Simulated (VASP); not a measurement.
SiMo3:

```xyz
8
Lattice="4.9065 0.0000 0.0000 0.0000 4.9065 0.0000 0.0000 0.0000 4.9065" Properties=species:S:1:pos:R:3 pbc="T T T"
Si    0.0000    0.0000    0.0000
Si    2.4532    2.4532    2.4532
Mo    1.2266    0.0000    2.4532
Mo    2.4532    3.6798    0.0000
Mo    3.6798    0.0000    2.4532
Mo    2.4532    1.2266    0.0000
Mo    0.0000    2.4532    3.6798
Mo    0.0000    2.4532    1.2266
```

* Program: VASP 6.6.1
* Task: relaxation of cell and atoms
* Functional: PBE
* Dispersion: D3(BJ)
* Potentials or basis: VASP PAW PBE potentials, release 64 (Si, Mo_sv)
* Cutoff: 600 eV
* k mesh: 8 × 8 × 8
* Occupations: gaussian, width 0.1 eV
* Spin: no spin polarisation

At the start: pressure -7.1 GPa; volume 14.76 Å³/atom.

Task: How do energy, volume and symmetry change on relaxing?

Result: Over 4 steps the energy falls by 9.4 meV/atom and the volume is 14.35 Å³/atom (-2.8 %); space group Pm-3n (No. 223, to 0.1 Å) before and after.

The path:
```tsv
step	energy change (eV)	largest force (eV/Å)	pressure (GPa)	volume (Å³)
1	0.0000	0.0000	-7.12	118.11
2	0.3948	0.0000	21.12	107.25
3	-0.0751	0.0000	-0.20	114.90
4	-0.0751	0.0000	0.00	114.82
```

Final structure:
```xyz
8
Lattice="4.8605 0.0000 0.0000 0.0000 4.8605 0.0000 0.0000 0.0000 4.8605" Properties=species:S:1:pos:R:3 pbc="T T T"
Si    4.8605    4.8605    0.0000
Si    2.4302    2.4302    2.4302
Mo    1.2151    0.0000    2.4302
Mo    2.4302    3.6453    4.8605
Mo    3.6453    0.0000    2.4302
Mo    2.4302    1.2151    0.0000
Mo    4.8605    2.4302    3.6453
Mo    0.0000    2.4302    1.2151
```
